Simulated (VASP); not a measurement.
# In3F (R-3c) in VASP: a series of runs

The runs below take In3F through single point, with PBE.

Program: VASP 6.6.1. These are calculated values, not measurements. Logs are shortened: lines on timing, memory, paths and dates and some standing lists are left out, and cuts for length are marked.

## (1) The cell of the first run

The structure is trigonal, space group R-3c (No. 167). The conventional cell has a = 6.915 Å, b = 6.915 Å, c = 13.842 Å, α = 90.00°, β = 90.00°, γ = 120.00°. Within 3.7 Å of In (site symmetry 2) lie 2 F at 2.68 Å and 8 In at 3.14 to 3.63 Å. Within 3.5 Å of F (site symmetry -3) lie 6 In at 2.68 Å.

The cell was generated, and may not be a known phase.

## (2) Single point, PBE

The input, INCAR:

```
SYSTEM = In3F
  ALGO = Normal
  EDIFF = 1E-6
  ENCUT = 520
  GGA = PE
  ISIF = 2
  ISMEAR = 0
  LASPH = .TRUE.
  LCHARG = .FALSE.
  LREAL = .FALSE.
  LWAVE = .FALSE.
  NBANDS = 56
  NELM = 80
  PREC = Accurate
  SIGMA = 0.1
```

The input, KPOINTS:

```
k-points
0
G
  3 3 3
  0 0 0
```

The input, POSCAR:

```
In3F
1.0
    3.4576223914      1.9962592170      4.6140097830
   -3.4576223914      1.9962592170      4.6140097830
    0.0000000000     -3.9925184383      4.6140097812
In F
6 2
Direct
    0.5528875189      0.2500000000      0.9471124811
    0.2500000000      0.9471124811      0.5528875189
    0.9471124811      0.5528875189      0.2500000000
    0.4471124811      0.7500000000      0.0528875189
    0.7500000000      0.0528875189      0.4471124811
    0.0528875189      0.4471124811      0.7500000000
    0.5000000000      0.5000000000      0.5000000000
    0.0000000000      0.0000000000      0.0000000000
```

Potentials or basis: VASP PAW PBE potentials, release 64 (In_d, F).

Launch:

```bash
$ cat potpaw_PBE.64/In_d/POTCAR potpaw_PBE.64/F/POTCAR > POTCAR
$ mpirun -np 1 vasp_std > vasp.out
```

OUTCAR:

```text
SYSTEM = In3F
   EDIFF = 1E-6
   ENCUT = 520
   GGA = PE
   ISIF = 2
   ISMEAR = 0
   LASPH = .TRUE.
   LREAL = .FALSE.
   NELM = 80
   PREC = Accurate

 ion  position               nearest neighbor table
   1  0.553  0.250  0.947-   8 2.68   7 2.68   4 3.14   4 3.14   6 3.34   6 3.34   5 3.34   5 3.34
                             3 3.63   2 3.63
   2  0.250  0.947  0.553-   7 2.68   8 2.68   5 3.14   5 3.14   6 3.34   6 3.34   4 3.34   4 3.34
                             3 3.63   1 3.63
   3  0.947  0.553  0.250-   7 2.68   8 2.68   6 3.14   6 3.14   4 3.34   5 3.34   5 3.34   4 3.34
                             1 3.63   2 3.63
   4  0.447  0.750  0.053-   8 2.68   7 2.68   1 3.14   1 3.14   3 3.34   3 3.34   2 3.34   2 3.34
                             6 3.63   5 3.63
   5  0.750  0.053  0.447-   7 2.68   8 2.68   2 3.14   2 3.14   3 3.34   3 3.34   1 3.34   1 3.34
                             6 3.63   4 3.63
   6  0.053  0.447  0.750-   7 2.68   8 2.68   3 3.14   3 3.14   2 3.34   1 3.34   2 3.34   1 3.34
                             5 3.63   4 3.63
   7  0.500  0.500  0.500-   3 2.68   6 2.68   5 2.68   2 2.68   1 2.68   4 2.68
   8  0.000  0.000  0.000-   3 2.68   6 2.68   4 2.68   1 2.68   5 2.68   2 2.68

  LATTYP: Found a trigonal (rhomboedric) cell.
 ALAT       =     6.1015809214
 COS(alpha) =     0.3577555368

  Lattice vectors:

 A1 = (   3.4576223914,   1.9962592170,   4.6140097830)
 A2 = (  -3.4576223914,   1.9962592170,   4.6140097830)
 A3 = (   0.0000000000,  -3.9925184383,   4.6140097812)

Analysis of symmetry for initial positions (statically):
=====================================================================
 Subroutine PRICEL returns:
 Original cell was already a primitive cell.

 Routine SETGRP: Setting up the symmetry group for a
 trigonal (rhombohedral) supercell.

 Subroutine GETGRP returns: Found 12 space group operations
 (whereof  6 operations were pure point group operations)
 out of a pool of 12 trial point group operations.

The static configuration has the point symmetry S_6 .
 The point group associated with its full space group is D_3d.

Analysis of symmetry for dynamics (positions and initial velocities):
=====================================================================
 Subroutine PRICEL returns:
 Original cell was already a primitive cell.

 Routine SETGRP: Setting up the symmetry group for a
 trigonal (rhombohedral) supercell.

[... 101 lines left out ...]
   NSW    =      0    number of steps for IOM
   IBRION =     -1    ionic relax: 0-MD 1-quasi-New 2-CG
   NFREE  =      0    steps in history (QN), initial steepest desc. (CG)
   ISIF   =      2    stress and relaxation
   ISYM   =      2    0-nonsym 1-usesym 2-fastsym
   POTIM  = 0.5000    time-step for ionic-motion
   TEBEG  =    0.0;   TEEND  =   0.0 temperature during run
   PSTRESS=    0.0 pullay stress
   NELECT =      92.0000    total number of electrons
   NUPDOWN=      -1.0000    fix difference up-down
   EMIN   =  10.00;   EMAX   =-10.00  energy-range for DOS
   EFERMI =   0.00;   METHOD = LEGACY
   ISMEAR =     0;   SIGMA  =   0.10  broadening in eV -4-tet -1-fermi 0-gaus
   EFERMI_NEDOS =   21; number of points for ismear=-14 and -15
   IALGO  =     38    algorithm
   IMIX   =      4    mixing-type and parameters
     AMIX     =   0.40;   BMIX     =  1.00
     AMIX_MAG =   1.60;   BMIX_MAG =  1.00
  volume/ion in A,a.u.               =      23.89       161.19
  Fermi-wavevector in a.u.,A,eV,Ry     =   1.283106  2.424720 22.400117  1.646362
  Thomas-Fermi vector in A             =   2.415379
   LORBIT       =      0    0 simple, 1 ext, 2 COOP (PROOUT), +10 PAW based schemes
   GGA     = PE    functional components
   LHFCALC =     F    Hartree Fock is set to
   AEXX    =    0.0000 exact exchange contribution
   IVDW    =     0    specifies the selected vdW correction
   LEPSILON=     F    determine dielectric tensor
   LRPA    =     F    only Hartree local field effects (RPA)
 non-spin polarized calculation
 Gauss-broadening in eV      SIGMA  =   0.10
  energy-cutoff  :      520.00
  volume of cell :      191.08
 maximum number of plane-waves:      5177
 NGX is ok and might be reduce to    48
   NGX = 23   NGY = 23   NGZ = 23

 number of electron      91.9999958 magnetization

 Free energy of the ion-electron system (eV)
  ---------------------------------------------------
  ext. energy  EPLUGINS =         0.00000000
  ---------------------------------------------------
  free energy    TOTEN  =       -24.26350443 eV

  energy without entropy =      -24.25466481  energy(sigma->0) =      -24.25908462

 E-fermi :   6.2608     XC(G=0):  -9.7758

 val. band max:        6.0865617184   @ k =   0.3333   0.3333   0.3333
 cond. band min:       6.2940120604   @ k =   0.0000   0.0000   0.0000
 fundamental gap:      0.2074503419
 Fermi energy:         6.2608307583

 k-point     1 :       0.0000    0.0000    0.0000
  band No.  band energies     occupation
      1     -17.2051      2.00000
      2     -17.1897      2.00000
      3      -8.7289      2.00000
      4      -8.7289      2.00000
      5      -8.7004      2.00000
      6      -8.6853      2.00000
[... 343 lines left out ...]
     55      10.6057      0.00000
     56      11.4712      0.00000

------------------------ aborting loop because EDIFF is reached ----------------------------------------

  FORCE on cell =-STRESS in cart. coord.  units (eV):
  Direction    XX          YY          ZZ          XY          YZ          ZX
  --------------------------------------------------------------------------------------
  -------------------------------------------------------------------------------------
  Total        0.0152670      0.0152670     -0.1361006      0.0000000      0.0000000      0.0000000
  in kB        0.1280085      0.1280085     -1.1411593      0.0000000      0.0000000      0.0000000
  external PRESSURE =      -0.2950474 kB  Pullay stress =       0.0000000 kB

 VOLUME and BASIS-vectors are now :
 -----------------------------------------------------------------------------
  energy-cutoff  :      520.00
  volume of cell :      191.08
      direct lattice vectors                 reciprocal lattice vectors
     3.457622391  1.996259217  4.614009783     0.144608041  0.083489491  0.072243742
    -3.457622391  1.996259217  4.614009783    -0.144608041  0.083489491  0.072243742
     0.000000000 -3.992518438  4.614009781     0.000000000 -0.166978983  0.072243742

 POSITION                                       TOTAL-FORCE (eV/Angst)
 -----------------------------------------------------------------------------------
      1.04727     -2.17859      8.07452         0.005732      0.009928      0.000000
     -2.41035      0.18233      8.07452         0.005732     -0.009928     -0.000000
      1.36308      1.99626      8.07452        -0.011464      0.000000      0.000000
     -1.04727      2.17859      5.76751        -0.005732     -0.009928     -0.000000
      2.41035     -0.18233      5.76751        -0.005732      0.009928      0.000000
     -1.36308     -1.99626      5.76751         0.011464     -0.000000      0.000000
      0.00000     -0.00000      6.92101        -0.000000     -0.000000     -0.000000
      0.00000      0.00000      0.00000         0.000000      0.000000     -0.000000
 -----------------------------------------------------------------------------------
    total drift:                               -0.000000     -0.000000      0.000000

  FREE ENERGIE OF THE ION-ELECTRON SYSTEM (eV)
  ---------------------------------------------------
  free  energy   TOTEN  =       -24.2635044332 eV

  energy  without entropy=      -24.2546648076  energy(sigma->0) =      -24.25908462
```

stdout:

```text
POSCAR found type information on POSCAR InF
 POSCAR found :  2 types and       8 ions
 scaLAPACK will be used
 LDA part: xc-table for (Slater+PW92), standard interpolation
 POSCAR, INCAR and KPOINTS ok, starting setup
 FFT: planning ... GRIDC
 FFT: planning ... GRID_SOFT
 FFT: planning ... GRID
 WAVECAR not read
 entering main loop
```

Run time: 46 s. Hardware: 1 thread of AMD EPYC 9R45 (Zen 5), shared host; peak memory 0.3 GiB.

What came out:

```
Free energy            : -24.2635 eV
Pressure               : 0.0 GPa
Largest force          : 0.011 eV/Å
Band gap on the k mesh : zero (bands 46 and 47 overlap by 1.34 eV)
```

Forces in eV/Å, atoms in the order of the input:
```
In   0.006  0.010  0.000
In   0.006 -0.010  0.000
In  -0.011  0.000  0.000
In  -0.006 -0.010  0.000
In  -0.006  0.010  0.000
In   0.011  0.000  0.000
F    0.000  0.000  0.000
F    0.000  0.000  0.000
```

Caveat: the k points lie up to 0.38 Å⁻¹ apart, too coarse for converged energies and pressures of a metal; spin-orbit coupling is left out, which moves the levels of the heavy elements.

## (3) Single point, PBE

This run uses another cell than the first one, of 27.13 Å³/atom.

The input, INCAR:

```
PREC = Accurate ; ENCUT = 520
EDIFF = 1E-6 ; ISMEAR = 0
SIGMA = 0.1 ; LREAL = F
LASPH = T ; NELM = 80
ALGO = Normal ; ISIF = 2
LWAVE = F ; LCHARG = F
GGA = PE ; NBANDS = 56
```

The input, KPOINTS:

```
regular mesh
0
Gamma
  3 3 3
```

The input, POSCAR:

```
In3F
1.0
    3.3735602100      1.9477258900      5.5054842800
   -3.3735602100      1.9477258900      5.5054842800
    0.0000000000     -3.8954517900      5.5054842800
In F
6 2
Direct
    0.7265845500      0.2500000000      0.7734154500
    0.2500000000      0.7734154500      0.7265845500
    0.7734154500      0.7265845500      0.2500000000
    0.2734154500      0.7500000000      0.2265845500
    0.7500000000      0.2265845500      0.2734154500
    0.2265845500      0.2734154500      0.7500000000
    0.5000000000      0.5000000000      0.5000000000
    0.0000000000      0.0000000000      0.0000000000
```

Potentials or basis: VASP PAW PBE potentials, release 64 (In_d, F).

Launch:

```bash
$ cat potpaw_PBE.64/In_d/POTCAR potpaw_PBE.64/F/POTCAR > POTCAR
$ mpirun -np 1 vasp_std > vasp.out
```

OUTCAR:

```text
PREC = Accurate
   ENCUT = 520
   EDIFF = 1E-6
   ISMEAR = 0
   LREAL = F
   LASPH = T
   NELM = 80
   ISIF = 2
   GGA = PE

 ion  position               nearest neighbor table
   1  0.727  0.250  0.773-   7 2.39   8 2.39   6 3.38   6 3.38   5 3.38   5 3.38   3 3.38   3 3.38
                             2 3.38   2 3.38
   2  0.250  0.773  0.727-   8 2.39   7 2.39   6 3.38   6 3.38   4 3.38   4 3.38   3 3.38   3 3.38
                             1 3.38   1 3.38
   3  0.773  0.727  0.250-   7 2.39   8 2.39   4 3.38   5 3.38   5 3.38   4 3.38   1 3.38   2 3.38
                             2 3.38   1 3.38
   4  0.273  0.750  0.227-   7 2.39   8 2.39   3 3.38   3 3.38   2 3.38   2 3.38   6 3.38   6 3.38
                             5 3.38   5 3.38
[... 555 lines left out ...]
  in kB       72.3926083     72.3926082     72.1040129      0.0000000     -0.0000000      0.0000000
  external PRESSURE =      72.2964098 kB  Pullay stress =       0.0000000 kB

 VOLUME and BASIS-vectors are now :
 -----------------------------------------------------------------------------
  energy-cutoff  :      520.00
  volume of cell :      217.05
      direct lattice vectors                 reciprocal lattice vectors
     3.373560210  1.947725890  5.505484280     0.148211376  0.085569878  0.060545688
    -3.373560210  1.947725890  5.505484280    -0.148211376  0.085569878  0.060545688
     0.000000000 -3.895451790  5.505484280     0.000000000 -0.171139756  0.060545688

 POSITION                                       TOTAL-FORCE (eV/Angst)
 -----------------------------------------------------------------------------------
      1.60779     -1.11068      9.63460        -0.094737     -0.164090      0.000000
     -1.76577     -0.83704      9.63460        -0.094737      0.164090      0.000000
      0.15799      1.94773      9.63460         0.189474     -0.000000     -0.000000
     -1.60779      1.11068      6.88186         0.094737      0.164090      0.000000
      1.76577      0.83704      6.88186         0.094737     -0.164090      0.000000
     -0.15799     -1.94773      6.88186        -0.189474      0.000000     -0.000000
      0.00000     -0.00000      8.25823         0.000000      0.000000      0.000000
      0.00000      0.00000      0.00000         0.000000     -0.000000      0.000000
 -----------------------------------------------------------------------------------
    total drift:                               -0.000000     -0.000000      0.000000

  FREE ENERGIE OF THE ION-ELECTRON SYSTEM (eV)
  ---------------------------------------------------
  free  energy   TOTEN  =       -21.5815167177 eV

  energy  without entropy=      -21.5652657167  energy(sigma->0) =      -21.57339122
```

OSZICAR:

```text
N       E                     dE             d eps       ncg     rms          rms(c)
DAV:   1     0.108348374511E+04    0.10835E+04   -0.43034E+04   680   0.210E+03
DAV:   2     0.166845329905E+03   -0.91664E+03   -0.89073E+03   672   0.568E+02
DAV:   3    -0.992395574714E+01   -0.17677E+03   -0.17062E+03   824   0.236E+02
DAV:   4    -0.229808400871E+02   -0.13057E+02   -0.12979E+02   768   0.682E+01
DAV:   5    -0.233855656277E+02   -0.40473E+00   -0.40462E+00   776   0.119E+01    0.969E+00
DAV:   6    -0.214790079581E+02    0.19066E+01   -0.73441E+00   976   0.185E+01    0.672E+00
DAV:   7    -0.216020178414E+02   -0.12301E+00   -0.16883E+00   744   0.473E+00    0.190E+00
DAV:   8    -0.215861184346E+02    0.15899E-01   -0.13644E-01  1024   0.177E+00    0.122E+00
DAV:   9    -0.215858466389E+02    0.27180E-03   -0.32748E-02   824   0.141E+00    0.546E-01
DAV:  10    -0.215812748825E+02    0.45718E-02   -0.10476E-02   872   0.738E-01    0.151E-01
DAV:  11    -0.215818670424E+02   -0.59216E-03   -0.97569E-03   960   0.420E-01    0.166E-01
DAV:  12    -0.215816866354E+02    0.18041E-03   -0.73636E-04   832   0.150E-01    0.146E-01
DAV:  13    -0.215815596809E+02    0.12695E-03   -0.33849E-04   896   0.863E-02    0.619E-02
DAV:  14    -0.215815160653E+02    0.43616E-04   -0.21142E-04   808   0.581E-02    0.419E-02
DAV:  15    -0.215815169258E+02   -0.86044E-06   -0.20869E-05   704   0.185E-02    0.425E-02
DAV:  16    -0.215815167177E+02    0.20807E-06   -0.13531E-06   528   0.714E-03
   1 F= -.21581517E+02 E0= -.21573391E+02  d E =-.162510E-01
```

stdout:

```text
POSCAR found type information on POSCAR InF
 POSCAR found :  2 types and       8 ions
 scaLAPACK will be used
 LDA part: xc-table for (Slater+PW92), standard interpolation
 POSCAR, INCAR and KPOINTS ok, starting setup
 FFT: planning ... GRIDC
 FFT: planning ... GRID_SOFT
 FFT: planning ... GRID
 WAVECAR not read
 entering main loop
```

Run time: 61 s. Hardware: 1 thread of AMD EPYC 9R45 (Zen 5), shared host; peak memory 0.32 GiB.

Results:

```yaml
Free_energy: -21.5815 eV
Pressure: 7.2 GPa
Largest_force: 0.189 eV/Å
Band_gap_on_the_k_mesh: zero (bands 46 and 47 overlap by 2.23 eV)
```

Forces in eV/Å, atoms in the order of the input:
```
In  -0.095 -0.164  0.000
In  -0.095  0.164  0.000
In   0.189  0.000  0.000
In   0.095  0.164  0.000
In   0.095 -0.164  0.000
In  -0.189  0.000  0.000
F    0.000  0.000  0.000
F    0.000  0.000  0.000
```

Caveat: the k points lie up to 0.38 Å⁻¹ apart, too coarse for converged energies and pressures of a metal; spin-orbit coupling is left out, which moves the levels of the heavy elements.

The gap in the log of VASP goes by the Fermi energy; the results here count the filled bands.